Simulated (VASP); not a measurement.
# CaF2 (Fluorite): single point with r2SCAN

The system is CaF2 (Fluorite).

```
Ca F
1.0
     0.00000    2.73100    2.73100
     2.73100    0.00000    2.73100
     2.73100    2.73100    0.00000
Ca F
1 2
Direct
  0.00000 0.00000 0.00000
  0.25000 0.25000 0.25000
  0.75000 0.75000 0.75000
```

```yaml
Program: VASP 6.6.1
Task: single point
Functional: r2SCAN
Potentials_or_basis: VASP PAW PBE potentials, release 64 (Ca_sv, F)
Cutoff: 660 eV
k_mesh: 6 × 6 × 6
Occupations: gaussian, width 0.05 eV
Spin: no spin polarisation
Dipole_correction: no
Further_INCAR_settings: ALGO = Normal; EDIFF = 1e-06; NBANDS = 19
```

- Pressure: -0.7 GPa
- Band gap on the k mesh: 7.95 eV, indirect (least direct gap 8.21 eV)

Levels at points of the mesh, in eV from the valence-band top:
| k point | band 8 | band 9 | band 10 | band 11 | band 12 | band 13 | band 14 | band 15 | band 16 | band 17 |
| --- | --- | --- | --- | --- | --- | --- | --- | --- | --- | --- |
| (0.00, 0.00, 0.00) | -2.10 | -2.10 | -0.26 | -0.26 | -0.26 | 7.95 | 10.01 | 10.01 | 12.16 | 12.16 |
| (0.50, 0.00, 0.00) | -1.50 | -1.27 | -1.24 | -0.84 | -0.84 | 10.20 | 10.20 | 10.67 | 11.23 | 11.89 |
| (0.50, 0.50, 0.00) | -1.65 | -1.65 | -0.35 | -0.35 | 0.00 | 8.76 | 10.44 | 10.93 | 11.80 | 11.80 |

Run time: 42 s on 1 thread of Intel(R) Xeon(R) Platinum 8559C (Emerald Rapids), with other jobs on the host, peak memory 0.18 GiB.

Caveat: the PAW data sets were made with another functional, which shifts forces and pressure a little. A k mesh can miss the band edges.
